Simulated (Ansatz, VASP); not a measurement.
# Two plane-wave programs on Ni

INCAR

```
SYSTEM = Ni
PREC = Accurate
ENCUT = 520
EDIFF = 1E-6
ISMEAR = 0
SIGMA = 0.15
LREAL = .False.
LASPH = .True.
NELM = 150
ALGO = Normal
ISIF = 2
LWAVE = .False.
LCHARG = .False.
ISPIN = 2
MAGMOM = 0.7
LORBIT = 11
LMAXMIX = 4
GGA = CA
NBANDS = 15
```

Contents of KPOINTS:

```
Automatic mesh
0
Gamma
  24 24 24
  0 0 0
```

Contents of POSCAR:

```
Ni
1.0
    0.0000000000      1.7119891795      1.7119891795
    1.7119891795      0.0000000000      1.7119891795
    1.7119891795      1.7119891795      0.0000000000
Ni
1
Direct
    0.0000000000      0.0000000000      0.0000000000
```

Input for Ansatz:

```yaml
crystal:
  lattice:
    - [0.0, 1.7119891795, 1.7119891795]
    - [1.7119891795, 0.0, 1.7119891795]
    - [1.7119891795, 1.7119891795, 0.0]
  atoms:
    - { symbol: Ni, position: [0.0, 0.0, 0.0], spin: 0.7 }
basis:
  ecutwfc: 520.0
kpoints:
  mp_grid: { grid: [24, 24, 24] }
hamiltonian:
  xc: lda
scf:
  occupations: { method: gaussian, width: 0.15 }
output:
  forces: true
  stress: true
  eigenvalues: true
  populations: true
magnetization:
  spin_polarized: true
```

Alike in both runs: task single point; functional LDA; k mesh 24 × 24 × 24; occupations gaussian, width 0.15 eV; collinear spin.

|  | VASP | Ansatz |
| --- | --- | --- |
| version | VASP 6.6.1 | Ansatz 0.2.0 |
| potentials or method | VASP PAW LDA potentials, release 64 (Ni), cutoff 520 eV | scalar-relativistic, plane waves, PAW |
| valence electrons in the cell | 10 | 18 |

Ansatz gave:

```
gap on the k mesh at the Fermi level (eV)                     : none
pressure (GPa)                                                : -0.1
net moment per atom (μB)                                      : 0.58
size of the moment on the site where the two differ most (μB) : 0.61
```

**Question.** What did VASP give for the same quantities?

**Answer.** gap on the k mesh at the Fermi level (eV): none; pressure (GPa): -0.3; net moment per atom (μB): 0.56; size of the moment on the site where the two differ most (μB): 0.56.

LDA's correlation is that of Perdew and Zunger in VASP and of Perdew and Wang (1992) in Ansatz. Site moments also hang on the region over which each program counts them. A gap of «none» marks a metal or a gap that the smearing closes. VASP's potentials hold 10 valence electrons a cell and Ansatz's 18, so a difference there can come from the potentials and not from the codes.
